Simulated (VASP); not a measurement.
# K3SbI (Pm-3m) in VASP: a series of runs, part 2 of 2

VASP 6.6.1.

### 3 Relaxation of cell and atoms, PBE

This run uses another cell than the first one, of 57.70 Å³/atom, 0.978 times its volume.

File INCAR:

```
SYSTEM = K3SbI
  ALGO = Normal
  EDIFF = 1E-6
  EDIFFG = -0.01
  ENCUT = 600
  GGA = PE
  IBRION = 2
  ISIF = 3
  ISMEAR = 0
  LASPH = .TRUE.
  LCHARG = .FALSE.
  LREAL = .FALSE.
  LWAVE = .FALSE.
  NELM = 100
  NSW = 100
  PREC = Accurate
  SIGMA = 0.1
```

File KPOINTS:

```
k-points
0
G
  6 6 6
  0 0 0
```

File POSCAR:

```
K3SbI
1.0
    6.6076236197      0.0000000000      0.0000000000
    0.0000000000      6.6076236197      0.0000000000
    0.0000000000      0.0000000000      6.6076236197
K Sb I
3 1 1
Direct
    0.5000000000      0.5000000000      0.0000000000
    0.0000000000      0.5000000000      0.5000000000
    0.5000000000      0.0000000000      0.5000000000
    0.5000000000      0.5000000000      0.5000000000
    0.0000000000      0.0000000000      0.0000000000
```

Potentials or basis: VASP PAW PBE potentials, release 64 (K_sv, Sb, I).

On the command line:

```console
cat potpaw_PBE.64/K_sv/POTCAR potpaw_PBE.64/Sb/POTCAR potpaw_PBE.64/I/POTCAR > POTCAR
mpirun -np 1 vasp_std > vasp.out
```

OUTCAR:

```text
SYSTEM = K3SbI
   EDIFF = 1E-6
   EDIFFG = -0.01
   ENCUT = 600
   GGA = PE
   IBRION = 2
   ISIF = 3
   ISMEAR = 0
   LASPH = .TRUE.
   LREAL = .FALSE.
   NELM = 100
   NSW = 100
   PREC = Accurate

 ion  position               nearest neighbor table
   1  0.500  0.500  0.000-   4 3.30   4 3.30
   2  0.000  0.500  0.500-   4 3.30   4 3.30
   3  0.500  0.000  0.500-   4 3.30   4 3.30
   4  0.500  0.500  0.500-   1 3.30   2 3.30   3 3.30   1 3.30   3 3.30   2 3.30
   5  0.000  0.000  0.000-

  LATTYP: Found a simple cubic cell.
 ALAT       =     6.6076236197

  Lattice vectors:

 A1 = (   6.6076236197,   0.0000000000,   0.0000000000)
 A2 = (   0.0000000000,   6.6076236197,   0.0000000000)
 A3 = (   0.0000000000,   0.0000000000,   6.6076236197)

Analysis of symmetry for initial positions (statically):
=====================================================================
 Subroutine PRICEL returns:
 Original cell was already a primitive cell.

 Routine SETGRP: Setting up the symmetry group for a
 simple cubic supercell.

 Subroutine GETGRP returns: Found 48 space group operations
 (whereof 48 operations were pure point group operations)
 out of a pool of 48 trial point group operations.

The static configuration has the point symmetry O_h .

Analysis of symmetry for dynamics (positions and initial velocities):
=====================================================================
 Subroutine PRICEL returns:
 Original cell was already a primitive cell.

 Routine SETGRP: Setting up the symmetry group for a
 simple cubic supercell.

 Subroutine GETGRP returns: Found 48 space group operations
 (whereof 48 operations were pure point group operations)
 out of a pool of 48 trial point group operations.

The dynamic configuration has the point symmetry O_h .

 Subroutine INISYM returns: Found 48 space group operations
 (whereof 48 operations are pure point group operations),
 and found     1 'primitive' translations

----------------------------------------------------------------------------------------

                                     Primitive cell

  volume of cell :     288.4934

  direct lattice vectors                    reciprocal lattice vectors
     6.607623620  0.000000000  0.000000000     0.151340339  0.000000000  0.000000000
     0.000000000  6.607623620  0.000000000     0.000000000  0.151340339  0.000000000
     0.000000000  0.000000000  6.607623620     0.000000000  0.000000000  0.151340339

  length of vectors
     6.607623620  6.607623620  6.607623620     0.151340339  0.151340339  0.151340339

  position of ions in fractional coordinates (direct lattice)
     0.500000000  0.500000000  0.000000000
     0.000000000  0.500000000  0.500000000
     0.500000000  0.000000000  0.500000000
     0.500000000  0.500000000  0.500000000
     0.000000000  0.000000000  0.000000000

  ion indices of the primitive-cell ions
   primitive index   ion index
                 1           1
                 2           2
                 3           3
                 4           4
                 5           5

----------------------------------------------------------------------------------------

 KPOINTS: k-points

Automatic generation of k-mesh.
 Grid dimensions read from file:
 generate k-points for:    6    6    6

 Generating k-lattice:

  Cartesian coordinates                     Fractional coordinates (reciprocal lattice)
     0.025223390  0.000000000  0.000000000     0.166666667  0.000000000  0.000000000
     0.000000000  0.025223390  0.000000000     0.000000000  0.166666667  0.000000000
     0.000000000  0.000000000  0.025223390     0.000000000  0.000000000  0.166666667

  Length of vectors
     0.025223390  0.025223390  0.025223390

  Shift w.r.t. Gamma in fractional coordinates (k-lattice)
     0.000000000  0.000000000  0.000000000

 Subroutine IBZKPT returns following result:
 ===========================================

 Found     20 irreducible k-points:

 Following reciprocal coordinates:
            Coordinates               Weight
  0.000000  0.000000  0.000000      1.000000
  0.166667  0.000000  0.000000      6.000000
  0.333333  0.000000  0.000000      6.000000
  0.500000  0.000000  0.000000      3.000000
  0.166667  0.166667  0.000000     12.000000
  0.333333  0.166667  0.000000     24.000000
[... 12 lines left out ...]
  0.500000  0.500000  0.333333      6.000000
  0.500000  0.500000  0.500000      1.000000
   k-points           NKPTS =     20   k-points in BZ     NKDIM =     20   number of bands    NBANDS=     23
   number of dos      NEDOS =    301   number of ions     NIONS =      5
   total plane-waves  NPLWV = 157464
   dimension x,y,z NGX =    54 NGY =   54 NGZ =   54
   dimension x,y,z NGXF=   108 NGYF=  108 NGZF=  108
   ions per type =               3   1   1
   NGX,Y,Z   is equivalent  to a cutoff of  13.59, 13.59, 13.59 a.u.
   NGXF,Y,Z  is equivalent  to a cutoff of  27.17, 27.17, 27.17 a.u.
 SYSTEM =  K3SbI
   PREC   = accura    normal or accurate (medium, high low for compatibility)
   ISTART =      0    job   : 0-new  1-cont  2-samecut
   ICHARG =      2    charge: 1-file 2-atom 10-const
   ISPIN  =      1    spin polarized calculation?
   LNONCOLLINEAR =      F non collinear calculations
   LSORBIT =      F    spin-orbit coupling
   LASPH  =      T    aspherical Exc in radial PAW
   ENCUT  =  600.0 eV  44.10 Ry    6.64 a.u.  13.20 13.20 13.20*2*pi/ulx,y,z
   NELM   =    100;   NELMIN=  2; NELMDL= -5     # of ELM steps
   EDIFF  = 0.1E-05   stopping-criterion for ELM
   LREAL  =      F    real-space projection
   EDIFFG = -.1E-01   stopping-criterion for IOM
   NSW    =    100    number of steps for IOM
   IBRION =      2    ionic relax: 0-MD 1-quasi-New 2-CG
   NFREE  =      1    steps in history (QN), initial steepest desc. (CG)
   ISIF   =      3    stress and relaxation
   ISYM   =      2    0-nonsym 1-usesym 2-fastsym
   POTIM  = 0.5000    time-step for ionic-motion
   TEBEG  =    0.0;   TEEND  =   0.0 temperature during run
   PSTRESS=    0.0 pullay stress
   NELECT =      39.0000    total number of electrons
   NUPDOWN=      -1.0000    fix difference up-down
   EMIN   =  10.00;   EMAX   =-10.00  energy-range for DOS
   EFERMI =   0.00;   METHOD = LEGACY
   ISMEAR =     0;   SIGMA  =   0.10  broadening in eV -4-tet -1-fermi 0-gaus
   EFERMI_NEDOS =   21; number of points for ismear=-14 and -15
   IALGO  =     38    algorithm
   IMIX   =      4    mixing-type and parameters
     AMIX     =   0.40;   BMIX     =  1.00
     AMIX_MAG =   1.60;   BMIX_MAG =  1.00
  volume/ion in A,a.u.               =      57.70       389.37
  Fermi-wavevector in a.u.,A,eV,Ry     =   0.840203  1.587754  9.604919  0.705942
  Thomas-Fermi vector in A             =   1.954547
   LORBIT       =      0    0 simple, 1 ext, 2 COOP (PROOUT), +10 PAW based schemes
   GGA     = PE    functional components
   LHFCALC =     F    Hartree Fock is set to
   AEXX    =    0.0000 exact exchange contribution
   IVDW    =     0    specifies the selected vdW correction
   LEPSILON=     F    determine dielectric tensor
   LRPA    =     F    only Hartree local field effects (RPA)
 conjugate gradient relaxation of ions
 non-spin polarized calculation
 Gauss-broadening in eV      SIGMA  =   0.10
  energy-cutoff  :      600.00
  volume of cell :      288.49
 maximum number of plane-waves:      9771
 NGX is ok and might be reduce to    54
   NGX = 27   NGY = 27   NGZ = 27

--------------------------------------- Ionic step        1  -------------------------------------------

 number of electron      39.0000001 magnetization

 Free energy of the ion-electron system (eV)
  ---------------------------------------------------
  ext. energy  EPLUGINS =         0.00000000
  ---------------------------------------------------
  free energy    TOTEN  =       -11.54050133 eV

  energy without entropy =      -11.50619822  energy(sigma->0) =      -11.52334978

------------------------ aborting loop because EDIFF is reached ----------------------------------------

  FORCE on cell =-STRESS in cart. coord.  units (eV):
  Direction    XX          YY          ZZ          XY          YZ          ZX
  --------------------------------------------------------------------------------------
  -------------------------------------------------------------------------------------
  Total        0.3551566      0.3551566      0.3551566      0.0000000      0.0000000     -0.0000000
  in kB        1.9723981      1.9723981      1.9723981      0.0000000      0.0000000     -0.0000000
  external PRESSURE =       1.9723981 kB  Pullay stress =       0.0000000 kB
[... 102 lines left out ...]
  energy  without entropy=      -11.5083492490  energy(sigma->0) =      -11.52653296

--------------------------------------- Ionic step        4  -------------------------------------------

 number of electron      38.9999996 magnetization

 Free energy of the ion-electron system (eV)
  ---------------------------------------------------
  ext. energy  EPLUGINS =         0.00000000
  ---------------------------------------------------
  free energy    TOTEN  =       -11.54493555 eV

  energy without entropy =      -11.50893460  energy(sigma->0) =      -11.52693507

 E-fermi :  -0.3093     XC(G=0):  -6.0026

 val. band max:       -0.3425891793   @ k =   0.1667   0.1667   0.0000
 cond. band min:      -0.2838043890   @ k =   0.5000   0.5000   0.0000
 fundamental gap:      0.0587847903
 Fermi energy:        -0.3093146946

 k-point     1 :       0.0000    0.0000    0.0000
  band No.  band energies     occupation
      1     -30.8450      2.00000
      2     -30.8408      2.00000
      3     -30.8408      2.00000
      4     -14.3780      2.00000
      5     -14.3780      2.00000
      6     -14.3780      2.00000
[... 541 lines left out ...]
  FREE ENERGIE OF THE ION-ELECTRON SYSTEM (eV)
  ---------------------------------------------------
  free  energy   TOTEN  =       -11.5449355470 eV

  energy  without entropy=      -11.5089345983  energy(sigma->0) =      -11.52693507

 reached required accuracy - stopping structural energy minimisation
```

OSZICAR:

```text
N       E                     dE             d eps       ncg     rms          rms(c)
DAV:   1     0.300096704475E+03    0.30010E+03   -0.16698E+04   920   0.148E+03
[... 37 lines left out ...]
DAV:   1    -0.115519477351E+02   -0.72304E-02   -0.17596E-01   920   0.329E+00    0.557E-01
DAV:   2    -0.115464296309E+02    0.55181E-02   -0.15157E-02  1129   0.947E-01    0.212E-01
DAV:   3    -0.115448730263E+02    0.15566E-02   -0.35938E-03  1184   0.410E-01    0.166E-01
DAV:   4    -0.115448968701E+02   -0.23844E-04   -0.82377E-04  1441   0.935E-02    0.419E-02
DAV:   5    -0.115449215804E+02   -0.24710E-04   -0.10181E-04  1543   0.477E-02    0.187E-02
DAV:   6    -0.115449346187E+02   -0.13038E-04   -0.12826E-05  1352   0.151E-02    0.470E-03
DAV:   7    -0.115449355470E+02   -0.92826E-06   -0.72782E-07   761   0.469E-03
   4 F= -.11544936E+02 E0= -.11526935E+02  d E =-.443422E-02
```

CONTCAR:

```text
K3SbI
   1.00000000000000
     6.6641857624009573    0.0000000000000000   -0.0000000000000000
     0.0000000000000000    6.6641857624009573    0.0000000000000000
     0.0000000000000000    0.0000000000000000    6.6641857624009573
  K               Sb              I
     3     1     1
Direct
     0.5000000000000000    0.5000000000000000    0.0000000000000000
     0.0000000000000000    0.5000000000000000    0.5000000000000000
     0.5000000000000000    0.0000000000000000    0.5000000000000000
     0.5000000000000000    0.5000000000000000    0.5000000000000000
     0.0000000000000000    0.0000000000000000    0.0000000000000000

  0.00000000E+00  0.00000000E+00  0.00000000E+00
  0.00000000E+00  0.00000000E+00  0.00000000E+00
  0.00000000E+00  0.00000000E+00  0.00000000E+00
  0.00000000E+00  0.00000000E+00  0.00000000E+00
  0.00000000E+00  0.00000000E+00  0.00000000E+00
```

It took 6.2 min on 1 thread of AMD EPYC 7R13 (Zen 3), shared host; peak memory 0.51 GiB.

Results:

```
Free energy                            : -11.5449 eV
Relaxed volume                         : 59.19 Å³/atom
Relaxed cell                           : a = 6.664 Å, b = 6.664 Å, c = 6.664 Å, α = 90.00°, β = 90.00°, γ = 90.00°
Space group after relaxing (to 0.05 Å) : Pm-3m (No. 221)
Energy gained by relaxing              : 0.9 meV/atom
Ionic steps                            : 4
Pressure after relaxing                : 0.0 GPa
```

The path:
```tsv
step	energy change (eV)	largest force (eV/Å)	pressure (GPa)	volume (Å³)
1	0.0000	0.0000	0.20	288.49
2	-0.0029	0.0000	0.12	291.47
3	-0.0042	0.0000	-0.04	297.59
4	-0.0044	0.0000	0.00	295.97
```

Final structure:
```
K Sb I
1.0
     6.66419    0.00000    0.00000
     0.00000    6.66419    0.00000
     0.00000    0.00000    6.66419
K Sb I
3 1 1
Direct
  0.50000 0.50000 0.00000
  0.00000 0.50000 0.50000
  0.50000 0.00000 0.50000
  0.50000 0.50000 0.50000
  0.00000 0.00000 0.00000
```

Caveat: spin-orbit coupling is left out, which moves the levels of the heavy elements; an odd number of electrons without spin polarisation forces a metal; a magnetic or distorted state may lie lower.
